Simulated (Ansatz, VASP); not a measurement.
# MgO: VASP beside Ansatz

INCAR

```
SYSTEM = MgO
ALGO = Normal
EDIFF = 1E-6
ENCUT = 520
GGA = PE
ISIF = 2
ISMEAR = 0
LASPH = .TRUE.
LCHARG = .FALSE.
LREAL = .FALSE.
LWAVE = .FALSE.
NBANDS = 16
NELM = 100
PREC = Accurate
SIGMA = 0.05
```

File KPOINTS:

```
k-points
0
G
  9 9 6
  0 0 0
```

Contents of POSCAR:

```
MgO
1.0
    3.5474000000      0.0000000000      0.0000000000
   -1.7737000000      3.0721385174      0.0000000000
    0.0000000000      0.0000000000      4.8484000000
Mg O
2 2
Direct
    0.3333333333      0.6666666667      0.0063188013
    0.6666666667      0.3333333333      0.5063188013
    0.3333333333      0.6666666667      0.3982811987
    0.6666666667      0.3333333333      0.8982811987
```

Input for Ansatz:

```yaml
crystal:
  lattice:
    - [3.5474, 0.0, 0.0]
    - [-1.7737, 3.0721385174, 0.0]
    - [0.0, 0.0, 4.8484]
  atoms:
    - { symbol: Mg, position: [0.3333333333, 0.6666666667, 0.0063188013] }
    - { symbol: Mg, position: [0.6666666667, 0.3333333333, 0.5063188013] }
    - { symbol: O, position: [0.3333333333, 0.6666666667, 0.3982811987] }
    - { symbol: O, position: [0.6666666667, 0.3333333333, 0.8982811987] }
basis:
  ecutwfc: 520.0
kpoints:
  mp_grid: { grid: [9, 9, 6] }
hamiltonian:
  xc: pbe
  pseudopotentials: { kind: paw, azcp: { folder: soft_1 } }
scf:
  occupations: { method: gaussian, width: 0.05 }
output:
  forces: true
  stress: true
  eigenvalues: true
```

Alike in both runs: task single point; functional PBE; k mesh 9 × 9 × 6; occupations gaussian, width 0.05 eV; no spin polarisation.

|  | VASP | Ansatz |
| --- | --- | --- |
| version | VASP 6.6.1 | Ansatz 0.2.0 |
| potentials or method | VASP PAW PBE potentials, release 64 (Mg, O), cutoff 520 eV | scalar-relativistic, plane waves, PAW |
| valence electrons in the cell | 16 | 32 |

|  | VASP | Ansatz | Ansatz less VASP |
| --- | --- | --- | --- |
| gap on the k mesh at the Fermi level (eV) | 2.84 | 2.86 | +0.022 |
| least direct gap on the mesh (eV) | 2.84 | 2.86 | +0.022 |
| pressure (GPa) | -7.0 | -6.6 | +0.45 |
| traceless stress, the component that is largest in VASP (GPa) | 13.29 | 13.13 | -0.166 |
| rms of the force components (eV/Å) | 0.672 | 0.665 | -0.0066 |

Atom by atom the forces differ by 0.007 eV/Å (rms over components). The functional is the same, so the differences come from potentials, cutoffs and numerics. VASP's potentials hold 16 valence electrons a cell and Ansatz's 32, so a difference there can come from the potentials and not from the codes.
